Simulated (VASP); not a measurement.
# Ru (P6_3/mmc) in VASP: notebook, part 2 of 2

VASP 6.6.1. Earlier steps stand in the parts before.

## (3) Relaxation of cell and atoms, PBE

This run uses another cell than the first one, of 13.57 Å³/atom.

Input file INCAR:

```
SYSTEM = Ru
  PREC = Accurate
  ENCUT = 600
  EDIFF = 1E-7
  ISMEAR = 0
  SIGMA = 0.1
  LREAL = .FALSE.
  LASPH = .TRUE.
  NELM = 60
  ALGO = Fast
  ISIF = 3
  LWAVE = .FALSE.
  LCHARG = .FALSE.
  GGA = PE
  IBRION = 2
  NSW = 100
  EDIFFG = -0.005
```

Input file KPOINTS:

```
Automatic mesh
0
G
  18 18 10
  0 0 0
```

Input file POSCAR:

```
Ru
1.0
    2.7058000000      0.0000000000      0.0000000000
   -1.3529000000      2.3432915376      0.0000000000
    0.0000000000      0.0000000000      4.2819000000
Ru
2
Direct
    0.3333333333      0.6666666667      0.2500000000
    0.6666666667      0.3333333333      0.7500000000
```

Potentials or basis: VASP PAW PBE potentials, release 64 (Ru_pv).

Started as:

```
> cat potpaw_PBE.64/Ru_pv/POTCAR > POTCAR
> mpirun -np 1 vasp_std > vasp.out
```

OUTCAR:

```text
SYSTEM = Ru
   PREC = Accurate
   ENCUT = 600
   EDIFF = 1E-7
   ISMEAR = 0
   LREAL = .FALSE.
   LASPH = .TRUE.
   NELM = 60
   ISIF = 3
   GGA = PE
   IBRION = 2
   NSW = 100
   EDIFFG = -0.005

 ion  position               nearest neighbor table
   1  0.333  0.667  0.250-   2 2.65   2 2.65   2 2.65   2 2.65   2 2.65   2 2.65
   2  0.667  0.333  0.750-   1 2.65   1 2.65   1 2.65   1 2.65   1 2.65   1 2.65

  LATTYP: Found a hexagonal cell.
 ALAT       =     2.7058000000
 C/A-ratio  =     1.5824894671

  Lattice vectors:

 A1 = (   2.7058000000,   0.0000000000,   0.0000000000)
 A2 = (  -1.3529000000,   2.3432915376,   0.0000000000)
 A3 = (   0.0000000000,   0.0000000000,   4.2819000000)

Analysis of symmetry for initial positions (statically):
=====================================================================
 Subroutine PRICEL returns:
 Original cell was already a primitive cell.

 Routine SETGRP: Setting up the symmetry group for a
 hexagonal supercell.

 Subroutine GETGRP returns: Found 24 space group operations
 (whereof 12 operations were pure point group operations)
 out of a pool of 24 trial point group operations.

[... 173 lines left out ...]
  --------------------------------------------------------------------------------------
  -------------------------------------------------------------------------------------
  Total        0.7619552      0.7619552      0.6800392      0.0000000      0.0000000     -0.0000000
  in kB       44.9657110     44.9657110     40.1315550      0.0000000      0.0000000     -0.0000000
  external PRESSURE =      43.3543256 kB  Pullay stress =       0.0000000 kB
[... 167 lines left out ...]
--------------------------------------- Ionic step        6  -------------------------------------------

 number of electron      28.0000004 magnetization

 Free energy of the ion-electron system (eV)
  ---------------------------------------------------
  ext. energy  EPLUGINS =         0.00000000
  ---------------------------------------------------
  free energy    TOTEN  =       -18.47167485 eV

  energy without entropy =      -18.46236910  energy(sigma->0) =      -18.46702198

 E-fermi :  12.5951     XC(G=0): -14.0375

 val. band max:       12.5926767491   @ k =   0.1667   0.1111   0.3000
 cond. band min:      12.5978446466   @ k =   0.4444   0.1111   0.5000
 fundamental gap:      0.0051678975
 Fermi energy:        12.5951369197

 k-point     1 :       0.0000    0.0000    0.0000
  band No.  band energies     occupation
      1     -30.9989      2.00000
      2     -30.1044      2.00000
      3     -30.1044      2.00000
      4     -29.9396      2.00000
      5     -29.9396      2.00000
      6     -29.9003      2.00000
[... 481 lines left out ...]
      5     -30.1797      2.00000
      6     -30.1039      2.00000
[... 10 lines left out ...]
     17      16.2813      0.00000
     18      19.8917      0.00000

 [... further k-points ...]

------------------------ aborting loop because EDIFF is reached ----------------------------------------

  FORCE on cell =-STRESS in cart. coord.  units (eV):
  Direction    XX          YY          ZZ          XY          YZ          ZX
  --------------------------------------------------------------------------------------
  -------------------------------------------------------------------------------------
  Total        0.0072352      0.0072352      0.0059941      0.0000000      0.0000000     -0.0000000
  in kB        0.4213206      0.4213206      0.3490502      0.0000000      0.0000000     -0.0000000
  external PRESSURE =       0.3972304 kB  Pullay stress =       0.0000000 kB
[... 17 lines left out ...]
  FREE ENERGIE OF THE ION-ELECTRON SYSTEM (eV)
  ---------------------------------------------------
  free  energy   TOTEN  =       -18.4716748545 eV

  energy  without entropy=      -18.4623691021  energy(sigma->0) =      -18.46702198

 reached required accuracy - stopping structural energy minimisation
```

OSZICAR:

```text
N       E                     dE             d eps       ncg     rms          rms(c)
DAV:   1     0.308038006248E+03    0.30804E+03   -0.19522E+04  8008   0.192E+03
DAV:   2    -0.124113171412E+02   -0.32045E+03   -0.31458E+03  8428   0.523E+02
DAV:   3    -0.197321153067E+02   -0.73208E+01   -0.70992E+01  8352   0.836E+01
DAV:   4    -0.198103187617E+02   -0.78203E-01   -0.77994E-01  9610   0.762E+00
[... 58 lines left out ...]
DAV:   1    -0.184717486317E+02   -0.82204E-04   -0.29196E-03  8096   0.471E-01    0.521E-02
RMM:   2    -0.184716875288E+02    0.61103E-04   -0.50423E-05  7992   0.656E-02    0.217E-02
RMM:   3    -0.184716744901E+02    0.13039E-04   -0.24627E-05  7992   0.391E-02    0.278E-03
RMM:   4    -0.184716747914E+02   -0.30123E-06   -0.32391E-06  8447   0.132E-02    0.211E-03
RMM:   5    -0.184716748545E+02   -0.63085E-07   -0.78403E-07  6398   0.534E-03
   6 F= -.18471675E+02 E0= -.18467022E+02  d E =-.350366E-04
```

CONTCAR:

```text
Ru
   1.00000000000000
     2.7193864201229410    0.0000000000000000   -0.0000000000000000
    -1.3596932100614705    2.3550577225735592    0.0000000000000000
     0.0000000000000000    0.0000000000000000    4.2961186162565825
  Ru
     2
Direct
     0.3333333332999970    0.6666666667000030    0.2500000000000000
     0.6666666667000030    0.3333333332999970    0.7500000000000000

  0.00000000E+00  0.00000000E+00  0.00000000E+00
  0.00000000E+00  0.00000000E+00  0.00000000E+00
```

Run time: 2.9 min. Hardware: 1 thread of Intel Xeon 6975P-C (Granite Rapids), shared host; peak memory 0.25 GiB.

What came out:

```yaml
Free_energy: -18.4717 eV
Relaxed_volume: 13.76 Å³/atom
Relaxed_cell: a = 2.719 Å, b = 2.719 Å, c = 4.296 Å, α = 90.00°, β = 90.00°, γ = 120.00°
Space_group_after_relaxing_to_0.1_Å: P6_3/mmc (No. 194)
Energy_gained_by_relaxing: 2.5 meV/atom
Ionic_steps: 6
Pressure_after_relaxing: 0.0 GPa
Band_gap_on_the_k_mesh: zero (bands 14 and 15 overlap by 3.07 eV)
```

Step by step:
```csv
step,energy change (eV),largest force (eV/Å),pressure (GPa),volume (Å³)
1,0.0000,0.0000,4.34,27.15
2,0.0350,0.0000,-11.13,28.62
3,-0.0049,0.0000,-0.06,27.52
4,-0.0049,0.0000,0.03,27.51
5,-0.0049,0.0000,0.05,27.51
6,-0.0050,0.0000,0.04,27.51
```

Final structure:
```yaml
crystal:
  lattice:
    - [2.71939, 0.00000, 0.00000]
    - [-1.35969, 2.35506, 0.00000]
    - [0.00000, 0.00000, 4.29612]
  atoms:
    - { symbol: Ru, position: [0.33333, 0.66667, 0.25000] }
    - { symbol: Ru, position: [0.66667, 0.33333, 0.75000] }
```

## (4) Single point, PBE (14.18 Å³/atom)

This run uses another cell than the first one, of 14.18 Å³/atom.

Input file INCAR:

```
SYSTEM = Ru
ALGO = Fast
EDIFF = 1E-6
ENCUT = 520
GGA = PE
ISIF = 2
ISMEAR = 0
LASPH = .TRUE.
LCHARG = .TRUE.
LELF = .TRUE.
LREAL = .FALSE.
LVHAR = .TRUE.
LWAVE = .FALSE.
NBANDS = 21
NELM = 100
PREC = Accurate
SIGMA = 0.1
```

Input file KPOINTS:

```
k-points
0
G
  18 18 10
  0 0 0
```

Input file POSCAR:

```
Ru
1.0
    2.7482638439      0.0000000000      0.0000000000
   -1.3741319219      2.3800663051      0.0000000000
    0.0000000000      0.0000000000      4.3351911646
Ru
2
Direct
    0.3333333333      0.6666666667      0.2500000000
    0.6666666667      0.3333333333      0.7500000000
```

Started as:

```
> cat potpaw_PBE.64/Ru_pv/POTCAR > POTCAR
> mpirun -np 1 vasp_std > vasp.out
```

Wall time 43 s (1 thread of Intel Xeon 6975P-C (Granite Rapids), shared host); peak memory 0.21 GiB.

It converged, with:

```
Free energy            : -18.4490 eV
Pressure               : -8.7 GPa
Band gap on the k mesh : zero (bands 14 and 15 overlap by 2.94 eV)
```

Levels at points of the mesh, in eV from the Fermi level:
| k point | band 10 | band 11 | band 12 | band 13 | band 14 | band 15 | band 16 | band 17 | band 18 | band 19 |
| --- | --- | --- | --- | --- | --- | --- | --- | --- | --- | --- |
| (0.00, 0.00, 0.00) | -2.42 | -2.23 | -1.78 | -1.78 | -1.32 | -1.32 | 1.11 | 1.11 | 1.29 | 9.84 |
| (0.50, 0.00, 0.00) | -2.84 | -1.93 | -1.72 | -1.41 | 1.31 | 1.70 | 1.80 | 3.83 | 5.81 | 10.70 |
| (0.00, 0.00, 0.50) | -2.59 | -2.59 | -2.59 | -2.55 | -2.55 | 0.51 | 0.51 | 0.51 | 0.51 | 10.49 |
| (0.50, 0.00, 0.50) | -4.23 | -0.99 | -0.99 | 0.43 | 0.43 | 1.55 | 1.55 | 3.24 | 3.24 | 10.05 |

Caveat: the cell stands under tension.

## (5) Overview

| task | cell | cutoff (eV) | gap on the mesh (eV) | pressure (GPa) |
| --- | --- | --- | --- | --- |
| single point | a = 2.720, b = 2.720, c = 4.297 Å, angles 90.0, 90.0, 120.0°, 2 atoms | 520 | none | -0.1 |
| relaxation of cell and atoms | relaxed from a = 2.706, b = 2.706, c = 4.282 Å, angles 90.0, 90.0, 120.0°, 2 atoms | 600 | none | 0.0 |
| single point | a = 2.748, b = 2.748, c = 4.335 Å, angles 90.0, 90.0, 120.0°, 2 atoms | 520 | none | -8.7 |

Alike in all rows: level PBE; potentials or basis VASP PAW PBE potentials, release 64 (Ru_pv); no spin polarisation; k mesh 18 × 18 × 10; smearing gaussian 0.1 eV.

Caveats: the cell stands under tension (at least some runs).

Absolute energies hang on the potentials; compare differences alone.
